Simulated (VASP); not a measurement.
Runs of VASP 6.6.1 on CaBe2O3. The structure is that of space group R-3m (No. 166), or close to it. The cells are those of the table. 

| task | cell | cutoff (eV) | smearing | gap on the mesh (eV) | pressure (GPa) | relaxed volume (Å³/atom) | largest force (eV/Å) |
| --- | --- | --- | --- | --- | --- | --- | --- |
| relaxation of cell and atoms | relaxed from a = 4.581 Å, angles 63.7°, 6 atoms | 600 | gaussian 0.1 eV | 0.74 | -0.2 | (a) | 0.02 |
| single point | a = 4.581 Å, angles 63.7°, 6 atoms | 520 | gaussian 0.1 eV | 0.38 | (b) | - | 3.00 |
| single point | a = 4.953 Å, angles 63.6°, 6 atoms | 520 | gaussian 0.02 eV | 0.74 | 0.2 | - | 0.03 |
| single point | a = 4.953 Å, angles 63.6°, 6 atoms | 520 | gaussian 0.1 eV | 0.74 | 0.2 | - | 0.03 |
| relaxation of cell and atoms | relaxed from a = 4.953 Å, angles 63.6°, 6 atoms | 600 | gaussian 0.02 eV | 0.73 | 0.0 | 15.47 | - |

Alike in all rows: level PBE; potentials or basis VASP PAW PBE potentials, release 64 (Ca_sv, Be, O); no spin polarisation; k mesh 6 × 6 × 6.

Q: Fill in the values left out.

A: (a) 15.54; (b) 33.6.

Caveats: the volume moved by over 15 % at a fixed basis, so the end points are rough (some runs); forces of over 1 eV/Å act on the atoms, so gaps and moduli don't describe the material at rest (some runs).

A k mesh can miss the band edges.
